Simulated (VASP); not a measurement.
# GaN in VASP: notebook, part 2 of 2

VASP 6.6.1. The steps go on from the part before.

### 3 Single point, PBE (uniaxial z strain +3.0%)

INCAR

```
SYSTEM = GaN
  PREC = Accurate
  ENCUT = 520
  EDIFF = 1E-6
  ISMEAR = -1
  SIGMA = 0.02
  LREAL = .False.
  LASPH = .True.
  NELM = 100
  ALGO = Normal
  ISIF = 2
  LWAVE = .False.
  LCHARG = .True.
  GGA = PE
  LELF = .True.
  LVHAR = .True.
  NBANDS = 16
```

KPOINTS

```
regular mesh
0
Gamma
  10 10 10
  0 0 0
```

POSCAR

```
GaN
1.0
    0.0000000000      2.1085152362      2.1717706933
    2.1085152362      0.0000000000      2.1717706933
    2.1085152362      2.1085152362      0.0000000000
Ga N
1 1
Direct
    0.0000000000      0.0000000000      0.0000000000
    0.5000000000      0.5000000000      0.5000000000
```

Potentials or basis: VASP PAW PBE potentials, release 64 (Ga_d, N).

Command:

```console
cat potpaw_PBE.64/Ga_d/POTCAR potpaw_PBE.64/N/POTCAR > POTCAR
mpirun -np 1 vasp_std > vasp.out
```

It took 20 s on 1 thread of Intel Xeon 6975P-C, shared host; peak memory 0.16 GiB.

The run converged. Its results:

```
Free energy            : -11.1992 eV
Pressure               : 2.5 GPa
Band gap on the k mesh : 0.33 eV, indirect (least direct gap 2.31 eV)
```

Stress tensor (GPa, compression positive):
```
 4.11  0.00  0.00
 0.00  4.11  0.00
 0.00  0.00 -0.80
```

Levels at points of the mesh, in eV from the valence-band top:
| k point | band 7 | band 8 | band 9 | band 10 | band 11 | band 12 |
| --- | --- | --- | --- | --- | --- | --- |
| (0.00, 0.00, 0.00) | -0.61 | -0.61 | -0.35 | 1.95 | 14.41 | 14.65 |
| (0.50, 0.00, 0.00) | -8.17 | -0.28 | -0.13 | 4.54 | 8.69 | 9.09 |
| (0.50, 0.50, 0.00) | -7.02 | -2.88 | -2.88 | 0.63 | 8.00 | 11.41 |
| (0.50, 0.00, 0.50) | -6.96 | -3.25 | -2.84 | 0.33 | 7.67 | 11.79 |

Caveat: the cell differs from its parent crystal (uniaxial z strain +3.0%).

### 4 Single point, PBE (strain along [111] +4.0%)

INCAR

```
PREC = Accurate
ENCUT = 520
EDIFF = 1E-7
ISMEAR = -1
SIGMA = 0.02
LREAL = F
LASPH = T
NELM = 80
ALGO = Normal
ISIF = 2
LWAVE = F
LCHARG = F
GGA = PE
NBANDS = 16
```

KPOINTS

```
Automatic mesh
0
Gamma
  10 10 10
```

POSCAR

```
GaN
1.0
    0.0562270730      2.1647423092      2.1647423092
    2.1647423092      0.0562270730      2.1647423092
    2.1647423092      2.1647423092      0.0562270730
Ga N
1 1
Direct
    0.0000000000      0.0000000000      0.0000000000
    0.5000000000      0.5000000000      0.5000000000
```

Potentials or basis: VASP PAW PBE potentials, release 64 (Ga_d, N).

Command:

```console
cat potpaw_PBE.64/Ga_d/POTCAR potpaw_PBE.64/N/POTCAR > POTCAR
mpirun -np 1 vasp_std > vasp.out
```

OUTCAR:

```text
PREC = Accurate
   ENCUT = 520
   EDIFF = 1E-7
   ISMEAR = -1
   LREAL = F
   LASPH = T
   NELM = 80
   ISIF = 2
   GGA = PE

 ion  position               nearest neighbor table
   1  0.000  0.000  0.000-   2 2.14   2 2.14   2 2.14   2 2.14   2 2.14   2 2.14
   2  0.500  0.500  0.500-   1 2.14   1 2.14   1 2.14   1 2.14   1 2.14   1 2.14

  LATTYP: Found a trigonal (rhomboedric) cell.
 ALAT       =     3.0619242339
 COS(alpha) =     0.5257966616

  Lattice vectors:

[... 641 lines left out ...]

------------------------ aborting loop because EDIFF is reached ----------------------------------------

  FORCE on cell =-STRESS in cart. coord.  units (eV):
  Direction    XX          YY          ZZ          XY          YZ          ZX
  --------------------------------------------------------------------------------------
  -------------------------------------------------------------------------------------
  Total        0.0241958      0.0241958      0.0241958     -0.6750667     -0.6750667     -0.6750667
  in kB        1.9881857      1.9881857      1.9881857    -55.4707031    -55.4707031    -55.4707031
  external PRESSURE =       1.9881857 kB  Pullay stress =       0.0000000 kB

 VOLUME and BASIS-vectors are now :
 -----------------------------------------------------------------------------
  energy-cutoff  :      520.00
  volume of cell :       19.50
      direct lattice vectors                 reciprocal lattice vectors
     0.056227073  2.164742309  2.164742309    -0.240173866  0.234093515  0.234093515
     2.164742309  0.056227073  2.164742309     0.234093515 -0.240173866  0.234093515
     2.164742309  2.164742309  0.056227073     0.234093515  0.234093515 -0.240173866

 POSITION                                       TOTAL-FORCE (eV/Angst)
 -----------------------------------------------------------------------------------
      0.00000      0.00000      0.00000        -0.000000      0.000000     -0.000000
      2.19286      2.19286      2.19286         0.000000     -0.000000      0.000000
 -----------------------------------------------------------------------------------
    total drift:                                0.000000     -0.000000     -0.000000

  FREE ENERGIE OF THE ION-ELECTRON SYSTEM (eV)
  ---------------------------------------------------
  free  energy   TOTEN  =       -11.1804396860 eV

  energy  without entropy=      -11.1804350919  energy(sigma->0) =      -11.18043739
```

OSZICAR:

```text
N       E                     dE             d eps       ncg     rms          rms(c)
DAV:   1     0.746079753648E+02    0.74608E+02   -0.92902E+03  4320   0.210E+03
DAV:   2    -0.839657291098E+01   -0.83005E+02   -0.77202E+02  4200   0.322E+02
DAV:   3    -0.129299017741E+02   -0.45333E+01   -0.45182E+01  4328   0.638E+01
DAV:   4    -0.129728428105E+02   -0.42941E-01   -0.42932E-01  4528   0.649E+00
DAV:   5    -0.129733311769E+02   -0.48837E-03   -0.48836E-03  4488   0.630E-01    0.726E+00
DAV:   6    -0.112050847998E+02    0.17682E+01   -0.44446E+00  5368   0.388E+01    0.240E+00
DAV:   7    -0.111957286306E+02    0.93562E-02   -0.22008E-01  4408   0.531E+00    0.156E+00
DAV:   8    -0.111824223853E+02    0.13306E-01   -0.37197E-02  4176   0.210E+00    0.565E-01
DAV:   9    -0.111804099867E+02    0.20124E-02   -0.69215E-03  4528   0.177E+00    0.127E-01
DAV:  10    -0.111804484628E+02   -0.38476E-04   -0.64388E-04  4184   0.300E-01    0.386E-02
DAV:  11    -0.111804382427E+02    0.10220E-04   -0.45817E-05  4688   0.797E-02    0.770E-03
DAV:  12    -0.111804398363E+02   -0.15936E-05   -0.32081E-06  4440   0.295E-02    0.392E-03
DAV:  13    -0.111804397318E+02    0.10442E-06   -0.23171E-07  4056   0.483E-03    0.109E-03
DAV:  14    -0.111804396860E+02    0.45800E-07   -0.11506E-08  2272   0.972E-04
   1 F= -.11180440E+02 E0= -.11180437E+02  d E =-.459412E-05
```

stdout:

```text
POSCAR found type information on POSCAR GaN
 POSCAR found :  2 types and       2 ions
 scaLAPACK will be used
 LDA part: xc-table for (Slater+PW92), standard interpolation
 POSCAR, INCAR and KPOINTS ok, starting setup
 FFT: planning ... GRIDC
 FFT: planning ... GRID_SOFT
 FFT: planning ... GRID
 WAVECAR not read
 entering main loop
```

It took 21 s on 1 thread of Intel Xeon 6975P-C, shared host; peak memory 0.17 GiB.

What came out:

```
Free energy            : -11.1804 eV
Pressure               : 0.2 GPa
Band gap on the k mesh : 0.28 eV, indirect (least direct gap 2.13 eV)
```

Caveat: the cell differs from its parent crystal (strain along [111] +4.0%). A k mesh can miss the band edges.

### 5 Single point, r2SCAN (uniaxial z strain +3.0%)

POSCAR

```
GaN
1.0
    0.0000000000      2.1085152362      2.1717706933
    2.1085152362      0.0000000000      2.1717706933
    2.1085152362      2.1085152362      0.0000000000
Ga N
1 1
Direct
    0.0000000000      0.0000000000      0.0000000000
    0.5000000000      0.5000000000      0.5000000000
```

INCAR.step1

```
  PREC = Accurate
  ENCUT = 520
  ISMEAR = 0
  SIGMA = 0.01
  LREAL = F
  LASPH = T
  NELM = 100
  NBANDS = 16
  GGA = PE
  ALGO = Normal
  EDIFF = 1E-4
  LWAVE = T
  LCHARG = F
```

INCAR.step2

```
  PREC = Accurate
  ENCUT = 520
  EDIFF = 1E-6
  ISMEAR = 0
  SIGMA = 0.01
  LREAL = F
  LASPH = T
  NELM = 100
  ALGO = Normal
  ISIF = 2
  LWAVE = F
  LCHARG = F
  METAGGA = R2SCAN
  LMIXTAU = T
  NBANDS = 16
  ISTART = 1
```

KPOINTS is that of step 4.

Command:

```console
cat potpaw_PBE.64/Ga_d/POTCAR potpaw_PBE.64/N/POTCAR > POTCAR
cp INCAR.step1 INCAR
mpirun -np 1 vasp_std > vasp.out
cp INCAR.step2 INCAR
mpirun -np 1 vasp_std > vasp.out
```

Wall time 71 s (1 thread of Intel Xeon 6975P-C, shared host); peak memory 0.17 GiB.

Results (log left out):

| Property | Result |
| --- | --- |
| Free energy | -20.9628 eV |
| Pressure | -5.3 GPa |
| Band gap on the k mesh | 0.83 eV, indirect (least direct gap 2.86 eV) |

Stress tensor (GPa, compression positive):
```
-3.75  0.00  0.00
 0.00 -3.75  0.00
 0.00  0.00 -8.45
```

Levels at points of the mesh, in eV from the valence-band top:
```csv
k point,band 6,band 7,band 8,band 9,band 10,band 11,band 12,band 13
"(0.00, 0.00, 0.00)",-14.36,-0.63,-0.63,-0.37,2.49,15.13,15.37,15.37
"(0.50, 0.00, 0.00)",-14.23,-8.27,-0.30,-0.14,5.20,9.38,9.94,9.97
"(0.50, 0.50, 0.00)",-11.84,-7.13,-2.96,-2.96,1.12,8.67,12.51,15.53
"(0.50, 0.00, 0.50)",-11.55,-7.07,-3.34,-2.92,0.83,8.32,12.90,14.74
```

Caveat: the cell differs from its parent crystal (uniaxial z strain +3.0%); the PAW data sets were made with another functional, which shifts forces and pressure a little. A k mesh can miss the band edges.

### 6 Summary

| level | cell | smearing | gap on the mesh (eV) | pressure (GPa) |
| --- | --- | --- | --- | --- |
| r2SCAN | a = 2.982 Å, angles 60.0°, 2 atoms | gaussian 0.01 eV | 1.18 | 1.3 |
| PBE | a = 3.027, b = 3.027, c = 2.982 Å, angles 60.5, 60.5, 59.0°, 2 atoms | fermi-dirac 0.02 eV | 0.33 | 2.5 |
| PBE | a = 3.062 Å, angles 58.3°, 2 atoms | fermi-dirac 0.02 eV | 0.28 | 0.2 |
| r2SCAN | a = 3.027, b = 3.027, c = 2.982 Å, angles 60.5, 60.5, 59.0°, 2 atoms | gaussian 0.01 eV | 0.83 | -5.3 |

Alike in all rows: task single point; potentials or basis VASP PAW PBE potentials, release 64 (Ga_d, N); no spin polarisation; k mesh 10 × 10 × 10; cutoff (eV) 520.

Caveats: the PAW data sets were made with another functional, which shifts forces and pressure a little (some runs).

Total energies depend on the potentials used, so only differences within one code and one set of settings carry meaning.
